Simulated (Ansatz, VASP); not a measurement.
Two plane-wave programs on BaZrO3

File INCAR:

```
PREC = Accurate ; ENCUT = 1340
EDIFF = 1E-6 ; ISMEAR = 0
SIGMA = 0.02 ; LREAL = False
LASPH = True ; NELM = 120
ALGO = Normal ; ISIF = 2
LWAVE = False ; LCHARG = False
GGA = PE ; NBANDS = 28
GGA_COMPAT = False
```

The input KPOINTS:

```
regular mesh
0
Gamma
  6 6 6
```

Contents of POSCAR:

```
BaZrO3
1.0
    4.1634096475      0.0000000000      0.0000000000
    0.0000000000      4.1634096475      0.0000000000
    0.0000000000      0.0000000000      4.1634096475
Ba Zr O
1 1 3
Direct
    0.0000000000      0.0000000000      0.0000000000
    0.5000000000      0.5000000000      0.5000000000
    0.5000000000      0.0000000000      0.5000000000
    0.5000000000      0.5000000000      0.0000000000
    0.0000000000      0.5000000000      0.5000000000
```

Input for Ansatz:

```yaml
crystal:
  lattice:
    - [4.1634096475, 0.0, 0.0]
    - [0.0, 4.1634096475, 0.0]
    - [0.0, 0.0, 4.1634096475]
  atoms:
    - { symbol: Ba, position: [0.0, 0.0, 0.0] }
    - { symbol: Zr, position: [0.5, 0.5, 0.5] }
    - { symbol: O, position: [0.5, 0.0, 0.5] }
    - { symbol: O, position: [0.5, 0.5, 0.0] }
    - { symbol: O, position: [0.0, 0.5, 0.5] }
basis:
  ecutwfc: 420
kpoints:
  mp_grid: { grid: [6, 6, 6] }
hamiltonian:
  xc: pbe
scf:
  occupations: { method: gaussian, width: 0.02 }
output:
  forces: true
  stress: true
  eigenvalues: true
```

Change from the starting cell: equal strain along all axes, cell held, atoms relaxed: -1.5 %.

Alike in both runs: task single point; functional PBE; k mesh 6 × 6 × 6; occupations gaussian, width 0.02 eV; no spin polarisation.

```csv
,VASP,Ansatz
version,VASP 6.6.1,Ansatz 0.2.0
potentials or method,"VASP PAW PBE potentials, release 64 (Ba_sv, Zr_sv, O_h), cutoff 1340 eV","scalar-relativistic, plane waves, PAW"
valence electrons in the cell,40,40
```

|  | VASP | Ansatz | Ansatz less VASP |
| --- | --- | --- | --- |
| gap on the k mesh at the Fermi level (eV) | 3.24 | 3.29 | +0.048 |
| least direct gap on the mesh (eV) | 3.44 | 3.46 | +0.022 |
| pressure (GPa) | 8.5 | 7.6 | -0.99 |

Neither program's run includes spin-orbit coupling.
